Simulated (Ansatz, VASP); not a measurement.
LuAlN2: VASP beside Ansatz

INCAR

```
SYSTEM = LuAlN2
ALGO = Normal
EDIFF = 1E-7
ENCUT = 520
GGA = PE
ISIF = 2
ISMEAR = 0
LASPH = .TRUE.
LCHARG = .TRUE.
LELF = .TRUE.
LREAL = .FALSE.
LVHAR = .TRUE.
LWAVE = .FALSE.
NBANDS = 27
NELM = 100
PREC = Accurate
SIGMA = 0.01
```

File KPOINTS:

```
k-points
0
G
  6 6 6
  0 0 0
```

The input POSCAR:

```
LuAlN2
1.0
    3.1925457722      0.0000000000      0.0000000000
    0.0000000000      3.1925457722      0.0000000000
    0.0000000000      0.0000000000      4.5123089813
Al N Lu
1 2 1
Direct
    0.0000000000      0.0000000000      0.0000000000
    0.0000000000      0.0000000000      0.5000000000
    0.5000000000      0.5000000000      0.0000000000
    0.5000000000      0.5000000000      0.5000000000
```

Input for Ansatz:

```yaml
crystal:
  lattice:
    - [3.1925457722, 0.0, 0.0]
    - [0.0, 3.1925457722, 0.0]
    - [0.0, 0.0, 4.5123089813]
  atoms:
    - { symbol: Al, position: [0.0, 0.0, 0.0] }
    - { symbol: "N", position: [0.0, 0.0, 0.5] }
    - { symbol: Lu, position: [0.5, 0.5, 0.5] }
    - { symbol: "N", position: [0.5, 0.5, 0.0] }
kpoints:
  mp_grid: { grid: [6, 6, 6] }
hamiltonian:
  xc: pbe
scf:
  occupations: { method: fixed }
  n_extra_bands: 5
output:
  forces: true
  stress: true
  eigenvalues: true
```

Alike in both runs: task single point; functional PBE; k mesh 6 × 6 × 6; no spin polarisation.

|  | VASP | Ansatz |
| --- | --- | --- |
| version | VASP 6.6.1 | Ansatz 0.2.0 |
| potentials or method | VASP PAW PBE potentials, release 64 (Al, N, Lu) | plane waves, PAW |
| plane-wave cutoff (eV) | 520 | 420 |
| occupations | gaussian, width 0.01 eV | fixed |
| valence electrons in the cell | 38 | 38 |

```tsv
	VASP	Ansatz	Ansatz less VASP
gap on the k mesh at the Fermi level (eV)	0.43	0.42	-0.005
pressure (GPa)	0.8	0.1	-0.76
```

Neither program's run includes spin-orbit coupling.
